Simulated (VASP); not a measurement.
Write the native input for VASP 6.6.1 that does the following.

```yaml
Task: single point
Functional: PBE
Potentials_or_basis: VASP PAW PBE potentials, release 64 (Pt, Al)
Cutoff: 520 eV
k_mesh: 10 × 10 × 10
Occupations: fermi-dirac, width 0.1 eV
Spin: no spin polarisation
Dipole_correction: no
Further_INCAR_settings: ALGO = Normal; EDIFF = 1e-06; NBANDS = 15
```

The structure of Al2Pt lies in POSCAR:

```
Al2Pt
1.0
    0.0000000000      2.9734183344      2.9734183344
    2.9734183344      0.0000000000      2.9734183344
    2.9734183344      2.9734183344      0.0000000000
Pt Al
1 2
Direct
    0.0000000000      0.0000000000      0.0000000000
    0.2500000000      0.2500000000      0.2500000000
    0.7500000000      0.7500000000      0.7500000000
```

These files were run (other wordings do the same):

INCAR

```
  PREC = Accurate
  ENCUT = 520
  EDIFF = 1E-6
  ISMEAR = -1
  SIGMA = 0.1
  LREAL = False
  LASPH = True
  NELM = 100
  ALGO = Normal
  ISIF = 2
  LWAVE = False
  LCHARG = False
  GGA = PE
  NBANDS = 15
```

KPOINTS

```
Automatic mesh
0
Gamma
  10 10 10
```

Potentials or basis: VASP PAW PBE potentials, release 64 (Pt, Al).

The run is started by

```sh
$ cat potpaw_PBE.64/Pt/POTCAR potpaw_PBE.64/Al/POTCAR > POTCAR
$ mpirun -np 1 vasp_std > vasp.out
```

Results of the run:

```yaml
Pressure: -0.2 GPa
Band_gap_on_the_k_mesh: zero (band 8 reaches 11.49 eV, above the bottom of band 9 at 6.11 eV)
```

Caveat: spin-orbit coupling is left out, which moves the levels of the heavy elements.

It took 16 s on 1 thread of Intel(R) Xeon(R) Platinum 8488C (Sapphire Rapids), with other jobs on the host, peak memory 0.19 GiB.
